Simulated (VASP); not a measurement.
# Ge (Fd-3m) in VASP: notebook

The runs below take Ge through single point, with LDA.

Program: VASP 6.6.1. These are calculated values, not measurements. Logs are shortened: lines on timing, memory, paths and dates and some standing lists are left out, and cuts for length are marked.

## (1) The cell of the first run

It takes space group Fd-3m (No. 227, cubic). The conventional cell has a = 5.630 Å, b = 5.630 Å, c = 5.630 Å, α = 90.00°, β = 90.00°, γ = 90.00°. Within 3.2 Å of Ge (site symmetry -43m) lie 4 Ge at 2.44 Å.

## (2) Single point, LDA

The input, INCAR:

```
PREC     = Accurate       # precision mode
ENCUT    = 520            # plane-wave cutoff, eV
EDIFF    = 1E-6           # SCF threshold, eV
ISMEAR   = -1             # smearing method
SIGMA    = 0.05           # smearing width, eV
LREAL    = False          # projectors in reciprocal space
LASPH    = True           # aspherical terms in the spheres
NELM     = 80             # most SCF steps
ALGO     = Normal         # electronic algorithm
ISIF     = 2              # what is computed and relaxed
LWAVE    = False          # write WAVECAR
LCHARG   = False          # write CHGCAR
GGA      = CA             # functional
NBANDS   = 21             # bands
```

The input, KPOINTS:

```
Automatic mesh
0
Gamma
  9 9 9
```

The input, POSCAR:

```
Ge
1.0
    0.0000000000      2.8147752519      2.8147752519
    2.8147752519      0.0000000000      2.8147752519
    2.8147752519      2.8147752519      0.0000000000
Ge
2
Direct
    0.5000000000      0.5000000000      0.5000000000
    0.7500000000      0.7500000000      0.7500000000
```

Potentials or basis: VASP PAW LDA potentials, release 64 (Ge_d).

Run with:

```bash
$ cat potpaw_LDA.64/Ge_d/POTCAR > POTCAR
$ mpirun -np 1 vasp_std > vasp.out
```

OUTCAR:

```text
PREC = Accurate
   ENCUT = 520
   EDIFF = 1E-6
   ISMEAR = -1
   LREAL = False
   LASPH = True
   NELM = 80
   ISIF = 2
   GGA = CA

 ion  position               nearest neighbor table
   1  0.500  0.500  0.500-   2 2.44   2 2.44   2 2.44   2 2.44
   2  0.750  0.750  0.750-   1 2.44   1 2.44   1 2.44   1 2.44

  LATTYP: Found a face centered cubic cell.
 ALAT       =     5.6295505038

  Lattice vectors:

 A1 = (   0.0000000000,   2.8147752519,   2.8147752519)
 A2 = (   2.8147752519,   0.0000000000,   2.8147752519)
 A3 = (   2.8147752519,   2.8147752519,   0.0000000000)

Analysis of symmetry for initial positions (statically):
=====================================================================
 Subroutine PRICEL returns:
 Original cell was already a primitive cell.

 Routine SETGRP: Setting up the symmetry group for a
 face centered cubic supercell.

 Subroutine GETGRP returns: Found 48 space group operations
 (whereof 24 operations were pure point group operations)
 out of a pool of 48 trial point group operations.

The static configuration has the point symmetry T_d .
 The point group associated with its full space group is O_h .

Analysis of symmetry for dynamics (positions and initial velocities):
=====================================================================
 Subroutine PRICEL returns:
 Original cell was already a primitive cell.

 Routine SETGRP: Setting up the symmetry group for a
 face centered cubic supercell.

 Subroutine GETGRP returns: Found 48 space group operations
 (whereof 24 operations were pure point group operations)
 out of a pool of 48 trial point group operations.

The dynamic configuration has the point symmetry T_d .
 The point group associated with its full space group is O_h .

 Subroutine INISYM returns: Found 48 space group operations
 (whereof 24 operations are pure point group operations),
 and found     1 'primitive' translations

----------------------------------------------------------------------------------------

                                     Primitive cell

  volume of cell :      44.6027

  direct lattice vectors                    reciprocal lattice vectors
     0.000000000  2.814775252  2.814775252    -0.177634076  0.177634076  0.177634076
     2.814775252  0.000000000  2.814775252     0.177634076 -0.177634076  0.177634076
     2.814775252  2.814775252  0.000000000     0.177634076  0.177634076 -0.177634076

  length of vectors
     3.980693336  3.980693336  3.980693336     0.307671244  0.307671244  0.307671244

  position of ions in fractional coordinates (direct lattice)
     0.500000000  0.500000000  0.500000000
     0.750000000  0.750000000  0.750000000

  ion indices of the primitive-cell ions
   primitive index   ion index
                 1           1
                 2           2

----------------------------------------------------------------------------------------

 KPOINTS: Automatic mesh

Automatic generation of k-mesh.
 Grid dimensions read from file:
 generate k-points for:    9    9    9

 Generating k-lattice:

  Cartesian coordinates                     Fractional coordinates (reciprocal lattice)
    -0.019737120  0.019737120  0.019737120     0.111111111  0.000000000  0.000000000
     0.019737120 -0.019737120  0.019737120     0.000000000  0.111111111  0.000000000
     0.019737120  0.019737120 -0.019737120     0.000000000  0.000000000  0.111111111

  Length of vectors
     0.034185694  0.034185694  0.034185694

  Shift w.r.t. Gamma in fractional coordinates (k-lattice)
     0.000000000  0.000000000  0.000000000

 Subroutine IBZKPT returns following result:
 ===========================================

 Found     35 irreducible k-points:

 Following reciprocal coordinates:
            Coordinates               Weight
  0.000000  0.000000  0.000000      1.000000
  0.111111  0.000000  0.000000      8.000000
  0.222222  0.000000  0.000000      8.000000
  0.333333  0.000000  0.000000      8.000000
  0.444444  0.000000  0.000000      8.000000
  0.111111  0.111111  0.000000      6.000000
[... 16 lines left out ...]
 -0.333333  0.333333  0.000000     12.000000
  0.444444  0.444444  0.000000      6.000000
 [... further k-points ...]
   k-points           NKPTS =     35   k-points in BZ     NKDIM =     35   number of bands    NBANDS=     21
   number of dos      NEDOS =    301   number of ions     NIONS =      2
   total plane-waves  NPLWV =  27000
   dimension x,y,z NGX =    30 NGY =   30 NGZ =   30
   dimension x,y,z NGXF=    60 NGYF=   60 NGZF=   60
   ions per type =               2
   NGX,Y,Z   is equivalent  to a cutoff of  12.53, 12.53, 12.53 a.u.
   NGXF,Y,Z  is equivalent  to a cutoff of  25.06, 25.06, 25.06 a.u.
 SYSTEM =  unknown system
   PREC   = accura    normal or accurate (medium, high low for compatibility)
   ISTART =      0    job   : 0-new  1-cont  2-samecut
   ICHARG =      2    charge: 1-file 2-atom 10-const
   ISPIN  =      1    spin polarized calculation?
   LNONCOLLINEAR =      F non collinear calculations
   LSORBIT =      F    spin-orbit coupling
   LASPH  =      T    aspherical Exc in radial PAW
   ENCUT  =  520.0 eV  38.22 Ry    6.18 a.u.   7.40  7.40  7.40*2*pi/ulx,y,z
   NELM   =     80;   NELMIN=  2; NELMDL= -5     # of ELM steps
   EDIFF  = 0.1E-05   stopping-criterion for ELM
   LREAL  =      F    real-space projection
   EDIFFG = 0.1E-04   stopping-criterion for IOM
   NSW    =      0    number of steps for IOM
   IBRION =     -1    ionic relax: 0-MD 1-quasi-New 2-CG
   NFREE  =      0    steps in history (QN), initial steepest desc. (CG)
   ISIF   =      2    stress and relaxation
   ISYM   =      2    0-nonsym 1-usesym 2-fastsym
   POTIM  = 0.5000    time-step for ionic-motion
   TEBEG  =    0.0;   TEEND  =   0.0 temperature during run
   PSTRESS=    0.0 pullay stress
   NELECT =      28.0000    total number of electrons
   NUPDOWN=      -1.0000    fix difference up-down
   EMIN   =  10.00;   EMAX   =-10.00  energy-range for DOS
   EFERMI =   0.00;   METHOD = LEGACY
   ISMEAR =    -1;   SIGMA  =   0.05  broadening in eV -4-tet -1-fermi 0-gaus
   EFERMI_NEDOS =   21; number of points for ismear=-14 and -15
   IALGO  =     38    algorithm
   IMIX   =      4    mixing-type and parameters
     AMIX     =   0.40;   BMIX     =  1.00
     AMIX_MAG =   1.60;   BMIX_MAG =  1.00
  volume/ion in A,a.u.               =      22.30       150.50
  Fermi-wavevector in a.u.,A,eV,Ry     =   1.401760  2.648943 26.734526  1.964932
  Thomas-Fermi vector in A             =   2.524590
   LORBIT       =      0    0 simple, 1 ext, 2 COOP (PROOUT), +10 PAW based schemes
   GGA     = CA    functional components
   LHFCALC =     F    Hartree Fock is set to
   AEXX    =    0.0000 exact exchange contribution
   IVDW    =     0    specifies the selected vdW correction
   LEPSILON=     F    determine dielectric tensor
   LRPA    =     F    only Hartree local field effects (RPA)
 non-spin polarized calculation
  energy-cutoff  :      520.00
  volume of cell :       44.60
 maximum number of plane-waves:      1243
 NGX is ok and might be reduce to    30
   NGX = 15   NGY = 15   NGZ = 15

 number of electron      28.0000032 magnetization

 Free energy of the ion-electron system (eV)
  ---------------------------------------------------
  ext. energy  EPLUGINS =         0.00000000
  ---------------------------------------------------
  free energy    TOTEN  =       -10.38608801 eV

  energy without entropy =      -10.38533282  energy(sigma->0) =      -10.38571042

 E-fermi :   4.8897     XC(G=0): -10.3589

 val. band max:        4.8719065688   @ k =   0.0000   0.0000   0.0000
 cond. band min:       5.0098338914   @ k =   0.4444   0.0000   0.0000
 fundamental gap:      0.1379273226
 Fermi energy:         4.8897127664

 k-point     1 :       0.0000    0.0000    0.0000
  band No.  band energies     occupation
      1     -20.0894      2.00000
      2     -20.0894      2.00000
      3     -20.0894      2.00000
      4     -20.0515      2.00000
      5     -20.0515      2.00000
      6     -19.8326      2.00000
[... 13 lines left out ...]
     20      14.4625      0.00000
     21      14.4625      0.00000

 k-point     2 :       0.1111    0.0000    0.0000
  band No.  band energies     occupation
      1     -20.0964      2.00000
      2     -20.0964      2.00000
      3     -20.0873      2.00000
      4     -20.0416      2.00000
      5     -20.0416      2.00000
      6     -19.8429      2.00000
[... 13 lines left out ...]
     20      13.5971      0.00000
     21      13.5971      0.00000

 k-point     3 :       0.2222    0.0000    0.0000
  band No.  band energies     occupation
      1     -20.1063      2.00000
      2     -20.1063      2.00000
      3     -20.0819      2.00000
      4     -20.0253      2.00000
      5     -20.0253      2.00000
      6     -19.8562      2.00000
[... 13 lines left out ...]
     20      13.1637      0.00000
     21      13.1637      0.00000

 k-point     4 :       0.3333    0.0000    0.0000
  band No.  band energies     occupation
      1     -20.1122      2.00000
      2     -20.1122      2.00000
      3     -20.0757      2.00000
      4     -20.0135      2.00000
      5     -20.0135      2.00000
      6     -19.8646      2.00000
[... 13 lines left out ...]
     20      13.8808      0.00000
     21      13.8808      0.00000

 k-point     5 :       0.4444    0.0000    0.0000
  band No.  band energies     occupation
      1     -20.1145      2.00000
      2     -20.1145      2.00000
      3     -20.0716      2.00000
      4     -20.0084      2.00000
      5     -20.0084      2.00000
      6     -19.8676      2.00000
[... 13 lines left out ...]
     20      15.5030      0.00000
     21      15.5030      0.00000

 k-point     6 :       0.1111    0.1111    0.0000
  band No.  band energies     occupation
      1     -20.0963      2.00000
      2     -20.0941      2.00000
      3     -20.0941      2.00000
      4     -20.0441      2.00000
      5     -20.0313      2.00000
      6     -19.8627      2.00000
[... 13 lines left out ...]
     20      12.4834      0.00000
     21      14.6740      0.00000

 k-point     7 :       0.2222    0.1111    0.0000
  band No.  band energies     occupation
      1     -20.1083      2.00000
      2     -20.1016      2.00000
      3     -20.0877      2.00000
      4     -20.0316      2.00000
      5     -20.0130      2.00000
      6     -19.8817      2.00000
[... 13 lines left out ...]
     20      13.3743      0.00000
     21      14.3343      0.00000
[... 291 lines left out ...]
      1     -20.1166      2.00000
      2     -20.1166      2.00000
      3     -20.0844      2.00000
      4     -19.9909      2.00000
      5     -19.9626      2.00000
      6     -19.9435      2.00000
[... 13 lines left out ...]
     20      16.3719      0.00000
     21      16.6357      0.00000

 k-point    21 :       0.4444    0.3333    0.0000
  band No.  band energies     occupation
      1     -20.1279      2.00000
      2     -20.1211      2.00000
      3     -20.0627      2.00000
      4     -19.9809      2.00000
      5     -19.9726      2.00000
      6     -19.9251      2.00000
[... 13 lines left out ...]
     20      16.5199      0.00000
     21      17.2482      0.00000

 k-point    22 :      -0.4444    0.3333    0.0000
  band No.  band energies     occupation
      1     -20.1398      2.00000
      2     -20.1245      2.00000
      3     -20.0390      2.00000
      4     -19.9752      2.00000
      5     -19.9556      2.00000
      6     -19.9278      2.00000
[... 13 lines left out ...]
     20      15.4991      0.00000
     21      17.8004      0.00000

 k-point    23 :      -0.3333    0.3333    0.0000
  band No.  band energies     occupation
      1     -20.1432      2.00000
      2     -20.1259      2.00000
      3     -20.0329      2.00000
      4     -19.9597      2.00000
      5     -19.9532      2.00000
      6     -19.9395      2.00000
[... 13 lines left out ...]
     20      13.8370      0.00000
     21      18.4059      0.00000

 k-point    24 :       0.4444    0.4444    0.0000
  band No.  band energies     occupation
      1     -20.1236      2.00000
      2     -20.1236      2.00000
      3     -20.0554      2.00000
      4     -20.0132      2.00000
      5     -19.9522      2.00000
      6     -19.9117      2.00000
[... 13 lines left out ...]
     20      17.1774      0.00000
     21      17.8654      0.00000

 [... further k-points ...]
[... 5 lines left out ...]
  --------------------------------------------------------------------------------------
  -------------------------------------------------------------------------------------
  Total       -0.0209596     -0.0209596     -0.0209596      0.0000000     -0.0000000      0.0000000
  in kB       -0.7528928     -0.7528928     -0.7528928      0.0000000     -0.0000000      0.0000000
  external PRESSURE =      -0.7528928 kB  Pullay stress =       0.0000000 kB

 VOLUME and BASIS-vectors are now :
 -----------------------------------------------------------------------------
  energy-cutoff  :      520.00
  volume of cell :       44.60
      direct lattice vectors                 reciprocal lattice vectors
     0.000000000  2.814775252  2.814775252    -0.177634076  0.177634076  0.177634076
     2.814775252  0.000000000  2.814775252     0.177634076 -0.177634076  0.177634076
     2.814775252  2.814775252  0.000000000     0.177634076  0.177634076 -0.177634076

 POSITION                                       TOTAL-FORCE (eV/Angst)
 -----------------------------------------------------------------------------------
      2.81478      2.81478      2.81478         0.000000      0.000000      0.000000
      4.22216      4.22216      4.22216        -0.000000     -0.000000     -0.000000
 -----------------------------------------------------------------------------------
    total drift:                                0.000000     -0.000000     -0.000000

  FREE ENERGIE OF THE ION-ELECTRON SYSTEM (eV)
  ---------------------------------------------------
  free  energy   TOTEN  =       -10.3860880138 eV

  energy  without entropy=      -10.3853328202  energy(sigma->0) =      -10.38571042
```

Wall time 12 s (1 thread of Intel Xeon 6975P-C (Granite Rapids), shared host); peak memory 0.15 GiB.

Results:

| Item | Value |
| --- | --- |
| Free energy | -10.3861 eV |
| Pressure | -0.1 GPa |
| Band gap on the k mesh | zero (filled and empty bands touch) |

## (3) Single point, LDA (volume scaled by 1.04)

The input, INCAR:

```
SYSTEM = Ge
PREC = Accurate
ENCUT = 520
EDIFF = 1E-6
ISMEAR = -1
SIGMA = 0.05
LREAL = .FALSE.
LASPH = .TRUE.
NELM = 100
ALGO = Normal
ISIF = 2
LWAVE = .FALSE.
LCHARG = .FALSE.
GGA = CA
NBANDS = 21
```

The input, KPOINTS:

```
regular mesh
0
G
  9 9 9
  0 0 0
```

The input, POSCAR:

```
Ge
1.0
    0.0000000000      2.8518160161      2.8518160161
    2.8518160161      0.0000000000      2.8518160161
    2.8518160161      2.8518160161      0.0000000000
Ge
2
Direct
    0.5000000000      0.5000000000      0.5000000000
    0.7500000000      0.7500000000      0.7500000000
```

Potentials or basis: VASP PAW LDA potentials, release 64 (Ge_d).

Run with:

```bash
$ cat potpaw_LDA.64/Ge_d/POTCAR > POTCAR
$ mpirun -np 1 vasp_std > vasp.out
```

Run time: 13 s. Hardware: 1 thread of Intel Xeon 6975P-C (Granite Rapids), shared host; peak memory 0.16 GiB.

It converged, with:

```
Free energy            : -10.3702 eV
Pressure               : -2.6 GPa
Band gap on the k mesh : zero (filled and empty bands touch)
```

Levels at points of the mesh, in eV from the Fermi level:
| k point | band 11 | band 12 | band 13 | band 14 | band 15 | band 16 | band 17 | band 18 |
| --- | --- | --- | --- | --- | --- | --- | --- | --- |
| (0.00, 0.00, 0.00) | -12.57 | -0.31 | 0.05 | 0.05 | 0.05 | 2.57 | 2.57 | 2.57 |

## (4) Single point, LDA (volume scaled by 1.08)

The input, INCAR:

```
SYSTEM = Ge
ALGO     = Normal         ! electronic algorithm
EDIFF    = 1E-7           ! SCF threshold, eV
ENCUT    = 520            ! plane-wave cutoff, eV
ISIF     = 2              ! what is computed and relaxed
ISMEAR   = -1             ! smearing method
LASPH    = .TRUE.         ! aspherical terms in the spheres
LCHARG   = .FALSE.        ! write CHGCAR
LREAL    = .FALSE.        ! projectors in reciprocal space
LWAVE    = .FALSE.        ! write WAVECAR
NBANDS   = 21             ! bands
NELM     = 60             ! most SCF steps
PREC     = Accurate       ! precision mode
SIGMA    = 0.05           ! smearing width, eV
```

The input, KPOINTS:

```
k-points
0
G
  9 9 9
  0 0 0
```

The input, POSCAR:

```
Ge
1.0
    0.0000000000      2.8879187856      2.8879187856
    2.8879187856      0.0000000000      2.8879187856
    2.8879187856      2.8879187856      0.0000000000
Ge
2
Direct
    0.5000000000      0.5000000000      0.5000000000
    0.7500000000      0.7500000000      0.7500000000
```

Run with:

```bash
$ cat potpaw_LDA.64/Ge_d/POTCAR > POTCAR
$ mpirun -np 1 vasp_std > vasp.out
```

Wall time 12 s (1 thread of Intel Xeon 6975P-C (Granite Rapids), shared host); peak memory 0.16 GiB.

The run converged. Its results:

```
Free energy            : -10.3291 eV
Pressure               : -4.7 GPa
Band gap on the k mesh : zero (band 14 reaches 4.14 eV, above the bottom of band 15 at 4.05 eV)
```

Levels at points of the mesh, in eV from the Fermi level:
| k point | band 11 | band 12 | band 13 | band 14 | band 15 | band 16 | band 17 | band 18 |
| --- | --- | --- | --- | --- | --- | --- | --- | --- |
| (0.00, 0.00, 0.00) | -12.23 | -0.58 | 0.12 | 0.12 | 0.12 | 2.61 | 2.61 | 2.61 |

## (5) The runs side by side

```tsv
cell	gap on the mesh (eV)	pressure (GPa)
a = 3.981 Å, angles 60.0°, 2 atoms	none	-0.1
a = 4.033 Å, angles 60.0°, 2 atoms	none	-2.6
a = 4.084 Å, angles 60.0°, 2 atoms	none	-4.7
```

Alike in all rows: task single point; level LDA; potentials or basis VASP PAW LDA potentials, release 64 (Ge_d); no spin polarisation; k mesh 9 × 9 × 9; cutoff (eV) 520; smearing fermi-dirac 0.05 eV.

Absolute energies hang on the potentials; compare differences alone.
